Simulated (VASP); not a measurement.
SnTe:

```
Sn Te
1.0
     0.00000    3.15085    3.15085
     3.15085    0.00000    3.15085
     3.15085    3.15085    0.00000
Sn Te
1 1
Direct
  0.00000 0.00000 0.00000
  0.50000 0.50000 0.50000
```

Base run:

```yaml
Program: VASP 6.6.1
Functional: RPBE
Potentials_or_basis: VASP PAW PBE potentials, release 64 (Sn_d, Te)
Cutoff: 520 eV
k_mesh: 6 × 6 × 6
Occupations: methfessel-paxton, width 0.02 eV
Spin: no spin polarisation
```

Its results: band gap on the k mesh 0.08 eV, direct; pressure 3.6 GPa.

Problem. After a change of settings the same cell gave: band gap on the k mesh 0.12 eV, direct; pressure -1.5 GPa. Which change was it?
A. functional from RPBE to PBEsol
B. functional from RPBE to PBE
C. functional from RPBE to r2SCAN
D. functional from RPBE to LDA; potentials or basis from VASP PAW PBE potentials, release 64 (Sn_d, Te) to VASP PAW LDA potentials, release 64 (Sn_d, Te)

Solution. D.

Caveats: spin-orbit coupling is left out, which moves the levels of the heavy elements; the PAW data sets were made with another functional, which shifts forces and pressure a little (some runs).
